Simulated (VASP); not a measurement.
Input of a VASP 6.6.1 run:

File INCAR:

```
ALGO     = Normal         # electronic algorithm
EDIFF    = 1E-7           # SCF threshold, eV
ENCUT    = 520            # plane-wave cutoff, eV
GGA      = PE             # functional
ISIF     = 2              # what is computed and relaxed
ISMEAR   = -1             # smearing method
ISPIN    = 2              # spin polarisation
LASPH    = True           # aspherical terms in the spheres
LCHARG   = False          # write CHGCAR
LMAXMIX  = 4              # l up to which the mixer works
LORBIT   = 11             # projections on sites
LREAL    = Auto         
LWAVE    = False          # write WAVECAR
MAGMOM   = 0 0 0 0 0 0 0 0 0 0 0 0 0 0 0 0 1 # initial moments
NBANDS   = 54             # bands
NELM     = 150            # most SCF steps
PREC     = Accurate       # precision mode
SIGMA    = 0.05           # smearing width, eV
```

The input KPOINTS:

```
k-points
0
Gamma
  2 2 2
```

File POSCAR:

```
CoSi16
1.0
    0.0000000000      5.4300000000      5.4300000000
    5.4300000000      0.0000000000      5.4300000000
    5.4300000000      5.4300000000      0.0000000000
Si Co
16 1
Direct
    0.0009914280      0.0007820857     -0.0022902025
    0.1253712973      0.1249010610      0.1249236265
    0.0009771977      0.0007768909      0.5006405595
    0.1251479705      0.1250451666      0.6249565499
   -0.0031516593      0.5012338997      0.0010399492
    0.1255236395      0.6250612278      0.1249259314
    0.0010420942      0.4977932098      0.5006488679
    0.1254882588      0.6250552581      0.6246600791
    0.5016690343     -0.0038848182      0.0012010262
    0.6252776906      0.1251642342      0.1249559626
    0.4978903359      0.0008834687      0.5006897838
    0.6252593039      0.1251472165      0.6247907158
    0.5018654621      0.5015681418      0.0012884048
    0.6258725815      0.6251615925      0.1246207462
    0.5018187501      0.5015445684      0.4955589601
    0.6253336835      0.6251570154      0.6248575508
    0.3761350314      0.3752153812      0.8744990889
```

Potentials or basis: VASP PAW PBE potentials, release 64 (Si, Co).

The run is started by

```console
$ cat potpaw_PBE.64/Si/POTCAR potpaw_PBE.64/Co/POTCAR > POTCAR
$ mpirun -np 1 vasp_std > vasp.out
```

**Question.** Estimate the net moment.

**Answer.** 1.24 μB per cell.

**Question.** What does it give for the site moments?

**Answer.** Si +0.01, +0.00, +0.03, -0.00; Co +0.92 μB.

**Question.** Estimate the largest force.

**Answer.** 0.005 eV/Å.

**Question.** Estimate the pressure.

**Answer.** 2.2 GPa.

Forces in eV/Å, atoms in the order of the input:
```
Si   0.000  0.001 -0.001
Si   0.001  0.000  0.000
Si  -0.001 -0.001 -0.001
Si  -0.001  0.001  0.001
Si   0.000  0.001  0.001
Si  -0.001 -0.001 -0.001
Si   0.001 -0.001  0.002
Si   0.001  0.000 -0.001
Si  -0.001  0.000  0.003
Si   0.000 -0.001 -0.001
Si  -0.002  0.002  0.003
Si   0.001  0.000 -0.001
Si   0.001  0.002  0.002
Si   0.001 -0.002 -0.005
Si  -0.001  0.000  0.002
Si   0.001  0.000 -0.002
Co   0.000 -0.001 -0.003
```

Caveat: the k points lie up to 0.50 Å⁻¹ apart.
